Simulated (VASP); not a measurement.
# Ge2Sb3O (P-6m2) in VASP: further runs, part 2 of 3

VASP 6.6.1. Earlier steps stand in the parts before.

### Step 3. Single point, PBE

This run uses another cell than the first one, of 22.06 Å³/atom, 0.804 times its volume.

File INCAR:

```
  ALGO = Normal
  EDIFF = 1E-6
  ENCUT = 520
  GGA = PE
  ISIF = 2
  ISMEAR = 0
  LASPH = True
  LCHARG = False
  LREAL = False
  LWAVE = False
  NBANDS = 34
  NELM = 80
  PREC = Accurate
  SIGMA = 0.1
```

File KPOINTS:

```
k-points
0
Gamma
  12 12 4
```

File POSCAR:

```
Ge2Sb3O
1.0
    5.0541265304      0.0000000000      0.0000000000
   -2.5270632652      4.3770019693      0.0000000000
    0.0000000000      0.0000000000      5.9819441477
Ge Sb O
2 3 1
Direct
    0.6666666667      0.3333333333      0.7096621159
    0.6666666667      0.3333333333      0.2903378841
    0.0000000000      0.0000000000      0.0000000000
    0.3333333333      0.6666666667      0.5000000000
    0.3333333333      0.6666666667      0.0000000000
    0.0000000000      0.0000000000      0.5000000000
```

Potentials or basis: VASP PAW PBE potentials, release 64 (Ge_d, Sb, O).

On the command line:

```console
$ cat potpaw_PBE.64/Ge_d/POTCAR potpaw_PBE.64/Sb/POTCAR potpaw_PBE.64/O/POTCAR > POTCAR
$ mpirun -np 1 vasp_std > vasp.out
```

OUTCAR:

```text
EDIFF = 1E-6
   ENCUT = 520
   GGA = PE
   ISIF = 2
   ISMEAR = 0
   LASPH = True
   LREAL = False
   NELM = 80
   PREC = Accurate

 ion  position               nearest neighbor table
   1  0.667  0.333  0.710-   2 2.51   4 3.18   4 3.18   4 3.18
   2  0.667  0.333  0.290-   1 2.51   4 3.18   4 3.18   4 3.18
   3  0.000  0.000  0.000-   5 2.92   5 2.92   5 2.92
   4  0.333  0.667  0.500-   5 2.99   5 2.99   1 3.18   2 3.18   1 3.18   2 3.18   1 3.18   2 3.18

   5  0.333  0.667  0.000-   3 2.92   3 2.92   3 2.92   4 2.99   4 2.99
   6  0.000  0.000  0.500-

  LATTYP: Found a hexagonal cell.
 ALAT       =     5.0541265304
 C/A-ratio  =     1.1835762543

  Lattice vectors:

 A1 = (   5.0541265304,   0.0000000000,   0.0000000000)
 A2 = (  -2.5270632652,   4.3770019693,   0.0000000000)
 A3 = (   0.0000000000,   0.0000000000,   5.9819441477)

Analysis of symmetry for initial positions (statically):
=====================================================================
 Subroutine PRICEL returns:
 Original cell was already a primitive cell.

 Routine SETGRP: Setting up the symmetry group for a
 hexagonal supercell.

 Subroutine GETGRP returns: Found 12 space group operations
 (whereof 12 operations were pure point group operations)
 out of a pool of 24 trial point group operations.

The static configuration has the point symmetry D_3h.

Analysis of symmetry for dynamics (positions and initial velocities):
=====================================================================
 Subroutine PRICEL returns:
 Original cell was already a primitive cell.

 Routine SETGRP: Setting up the symmetry group for a
 hexagonal supercell.

 Subroutine GETGRP returns: Found 12 space group operations
 (whereof 12 operations were pure point group operations)
 out of a pool of 24 trial point group operations.

The dynamic configuration has the point symmetry D_3h.

 Subroutine INISYM returns: Found 12 space group operations
 (whereof 12 operations are pure point group operations),
 and found     1 'primitive' translations

----------------------------------------------------------------------------------------

                                     Primitive cell

  volume of cell :     132.3321

  direct lattice vectors                    reciprocal lattice vectors
     5.054126530  0.000000000  0.000000000     0.197858125  0.114233442  0.000000000
    -2.527063265  4.377001969  0.000000000     0.000000000  0.228466884  0.000000000
     0.000000000  0.000000000  5.981944148     0.000000000  0.000000000  0.167169732

  length of vectors
     5.054126530  5.054126530  5.981944148     0.228466884  0.228466884  0.167169732

  position of ions in fractional coordinates (direct lattice)
     0.666666667  0.333333333  0.709662116
     0.666666667  0.333333333  0.290337884
     0.000000000  0.000000000  0.000000000
     0.333333333  0.666666667  0.500000000
     0.333333333  0.666666667  0.000000000
     0.000000000  0.000000000  0.500000000

[... 31 lines left out ...]
 ===========================================

 Found     57 irreducible k-points:

 Following reciprocal coordinates:
            Coordinates               Weight
  0.000000  0.000000  0.000000      1.000000
  0.083333  0.000000  0.000000      6.000000
  0.166667 -0.000000  0.000000      6.000000
  0.250000  0.000000  0.000000      6.000000
  0.333333  0.000000  0.000000      6.000000
  0.416667  0.000000  0.000000      6.000000
[... 16 lines left out ...]
  0.250000  0.000000  0.250000     12.000000
  0.333333  0.000000  0.250000     12.000000
 [... further k-points ...]
   k-points           NKPTS =     57   k-points in BZ     NKDIM =     57   number of bands    NBANDS=     34
   number of dos      NEDOS =    301   number of ions     NIONS =      6
   total plane-waves  NPLWV =  76800
   dimension x,y,z NGX =    40 NGY =   40 NGZ =   48
   dimension x,y,z NGXF=    80 NGYF=   80 NGZF=   96
   ions per type =               2   3   1
   NGX,Y,Z   is equivalent  to a cutoff of  13.16, 13.16, 13.34 a.u.
   NGXF,Y,Z  is equivalent  to a cutoff of  26.31, 26.31, 26.68 a.u.
 SYSTEM =  unknown system
   PREC   = accura    normal or accurate (medium, high low for compatibility)
   ISTART =      0    job   : 0-new  1-cont  2-samecut
   ICHARG =      2    charge: 1-file 2-atom 10-const
   ISPIN  =      1    spin polarized calculation?
   LNONCOLLINEAR =      F non collinear calculations
   LSORBIT =      F    spin-orbit coupling
   LASPH  =      T    aspherical Exc in radial PAW
   ENCUT  =  520.0 eV  38.22 Ry    6.18 a.u.   9.40  9.40 11.12*2*pi/ulx,y,z
   NELM   =     80;   NELMIN=  2; NELMDL= -5     # of ELM steps
   EDIFF  = 0.1E-05   stopping-criterion for ELM
   LREAL  =      F    real-space projection
   EDIFFG = 0.1E-04   stopping-criterion for IOM
   NSW    =      0    number of steps for IOM
   IBRION =     -1    ionic relax: 0-MD 1-quasi-New 2-CG
   NFREE  =      0    steps in history (QN), initial steepest desc. (CG)
   ISIF   =      2    stress and relaxation
   ISYM   =      2    0-nonsym 1-usesym 2-fastsym
   POTIM  = 0.5000    time-step for ionic-motion
   TEBEG  =    0.0;   TEEND  =   0.0 temperature during run
   PSTRESS=    0.0 pullay stress
   NELECT =      49.0000    total number of electrons
   NUPDOWN=      -1.0000    fix difference up-down
   EMIN   =  10.00;   EMAX   =-10.00  energy-range for DOS
   EFERMI =   0.00;   METHOD = LEGACY
   ISMEAR =     0;   SIGMA  =   0.10  broadening in eV -4-tet -1-fermi 0-gaus
   EFERMI_NEDOS =   21; number of points for ismear=-14 and -15
   IALGO  =     38    algorithm
   IMIX   =      4    mixing-type and parameters
     AMIX     =   0.40;   BMIX     =  1.00
     AMIX_MAG =   1.60;   BMIX_MAG =  1.00
  volume/ion in A,a.u.               =      22.06       148.84
  Fermi-wavevector in a.u.,A,eV,Ry     =   1.175579  2.221522 18.803058  1.381986
  Thomas-Fermi vector in A             =   2.311957
   LORBIT       =      0    0 simple, 1 ext, 2 COOP (PROOUT), +10 PAW based schemes
   GGA     = PE    functional components
   LHFCALC =     F    Hartree Fock is set to
   AEXX    =    0.0000 exact exchange contribution
   IVDW    =     0    specifies the selected vdW correction
   LEPSILON=     F    determine dielectric tensor
   LRPA    =     F    only Hartree local field effects (RPA)
 non-spin polarized calculation
 Gauss-broadening in eV      SIGMA  =   0.10
  energy-cutoff  :      520.00
  volume of cell :      132.33
 maximum number of plane-waves:      3611
 NGX is ok and might be reduce to    40
   NGX = 19   NGY = 19   NGZ = 23

 number of electron      48.9999991 magnetization

 Free energy of the ion-electron system (eV)
  ---------------------------------------------------
  ext. energy  EPLUGINS =         0.00000000
  ---------------------------------------------------
  free energy    TOTEN  =       -24.22516829 eV

  energy without entropy =      -24.21036588  energy(sigma->0) =      -24.21776708

 E-fermi :   6.9894     XC(G=0): -10.3729

 val. band max:        6.9767489356   @ k =   0.4167   0.1667   0.2500
 cond. band min:       6.9969193602   @ k =   0.4167   0.0833   0.2500
 fundamental gap:      0.0201704246
 Fermi energy:         6.9893857964

 k-point     1 :       0.0000    0.0000    0.0000
  band No.  band energies     occupation
      1     -17.8721      2.00000
      2     -17.8442      2.00000
      3     -17.8442      2.00000
      4     -17.8342      2.00000
      5     -17.8342      2.00000
      6     -17.8162      2.00000
[... 877 lines left out ...]
     33      11.0209      0.00000
     34      12.3899      0.00000

 [... further k-points ...]

------------------------ aborting loop because EDIFF is reached ----------------------------------------

  FORCE on cell =-STRESS in cart. coord.  units (eV):
  Direction    XX          YY          ZZ          XY          YZ          ZX
  --------------------------------------------------------------------------------------
  -------------------------------------------------------------------------------------
  Total       -0.0230185     -0.0230185     -0.0578846      0.0000000      0.0000000     -0.0000000
  in kB       -0.2786906     -0.2786906     -0.7008232      0.0000000      0.0000000     -0.0000000
  external PRESSURE =      -0.4194015 kB  Pullay stress =       0.0000000 kB

 VOLUME and BASIS-vectors are now :
 -----------------------------------------------------------------------------
  energy-cutoff  :      520.00
  volume of cell :      132.33
      direct lattice vectors                 reciprocal lattice vectors
     5.054126530  0.000000000  0.000000000     0.197858125  0.114233442  0.000000000
    -2.527063265  4.377001969  0.000000000     0.000000000  0.228466884  0.000000000
     0.000000000  0.000000000  5.981944148     0.000000000  0.000000000  0.167169732

 POSITION                                       TOTAL-FORCE (eV/Angst)
 -----------------------------------------------------------------------------------
      2.52706      1.45900      4.24516        -0.000000      0.000000      0.005597
      2.52706      1.45900      1.73679        -0.000000     -0.000000     -0.005597
      0.00000      0.00000      0.00000         0.000000     -0.000000      0.000000
     -0.00000      2.91800      2.99097         0.000000      0.000000      0.000000
     -0.00000      2.91800      0.00000         0.000000     -0.000000      0.000000
      0.00000      0.00000      2.99097         0.000000     -0.000000      0.000000
 -----------------------------------------------------------------------------------
    total drift:                                0.000004     -0.000002      0.000000

  FREE ENERGIE OF THE ION-ELECTRON SYSTEM (eV)
  ---------------------------------------------------
  free  energy   TOTEN  =       -24.2251682879 eV

  energy  without entropy=      -24.2103658802  energy(sigma->0) =      -24.21776708
```

Run time: 5.8 min. Hardware: 1 thread of Oxide Virtual Turin-like, shared host; peak memory 0.37 GiB.

What came out:

```yaml
Free_energy: -24.2252 eV
Pressure: 0.0 GPa
Largest_force: 0.006 eV/Å
```

Forces on the atoms (eV/Å):
```
Ge   0.000  0.000  0.006
Ge   0.000  0.000 -0.006
Sb   0.000  0.000  0.000
Sb   0.000  0.000  0.000
Sb   0.000  0.000  0.000
O    0.000  0.000  0.000
```

Levels at points of the mesh, in eV from the Fermi level:
```csv
k point,band 22,band 23,band 24,band 25,band 26,band 27,band 28,band 29
"(0.00, 0.00, 0.00)",-2.21,-2.04,-2.04,-1.48,0.87,0.87,1.00,1.00
"(0.50, 0.00, 0.00)",-1.46,-0.59,0.03,0.36,0.87,1.26,2.65,2.99
"(0.00, 0.00, 0.50)",-2.33,-2.33,-2.15,-1.64,-1.64,0.29,1.55,2.21
"(0.50, 0.00, 0.50)",-1.30,-0.60,-0.29,0.05,0.41,1.70,1.82,2.20
```

Caveat: spin-orbit coupling is left out, which moves the levels of the heavy elements; an odd number of electrons without spin polarisation forces a metal; a magnetic or distorted state may lie lower.

[end of part 2 of 3]
